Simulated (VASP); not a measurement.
A run of VASP 6.6.1 is set up as follows.

POSCAR

```
GaSb
1.0
    0.0000000000      3.1060368693      3.1060368693
    3.1060368693      0.0000000000      3.1060368693
    3.1060368693      3.1060368693      0.0000000000
Ga Sb
1 1
Direct
    0.0000000000      0.0000000000      0.0000000000
    0.7500000000      0.7500000000      0.7500000000
```

The input INCAR.step1:

```
ALGO = Normal ; EDIFF = 1E-4
ENCUT = 520 ; GGA = PE
ISMEAR = 0 ; LASPH = True
LCHARG = False ; LREAL = False
LWAVE = True ; NBANDS = 16
NELM = 100 ; PREC = Accurate
SIGMA = 0.05
```

File INCAR.step2:

```
ALGO = Normal ; EDIFF = 1E-6
ENCUT = 520 ; ISIF = 2
ISMEAR = 0 ; ISTART = 1
LASPH = True ; LCHARG = False
LMIXTAU = True ; LREAL = False
LWAVE = False ; METAGGA = R2SCAN
NBANDS = 16 ; NELM = 100
PREC = Accurate ; SIGMA = 0.05
```

KPOINTS

```
k-points
0
Gamma
  6 6 6
```

Potentials or basis: VASP PAW PBE potentials, release 64 (Ga_d, Sb).

Command:

```console
$ cat potpaw_PBE.64/Ga_d/POTCAR potpaw_PBE.64/Sb/POTCAR > POTCAR
$ cp INCAR.step1 INCAR
$ mpirun -np 1 vasp_std > vasp.out
$ cp INCAR.step2 INCAR
$ mpirun -np 1 vasp_std > vasp.out
```

Problem. Estimate the pressure.

Solution. -1.8 GPa.

Problem. Estimate the band gap on the k mesh.

Solution. 0.11 eV, direct.

Caveat: the PAW data sets were made with another functional, which shifts forces and pressure a little; spin-orbit coupling is left out, which moves the levels of the heavy elements. A k mesh can miss the band edges.
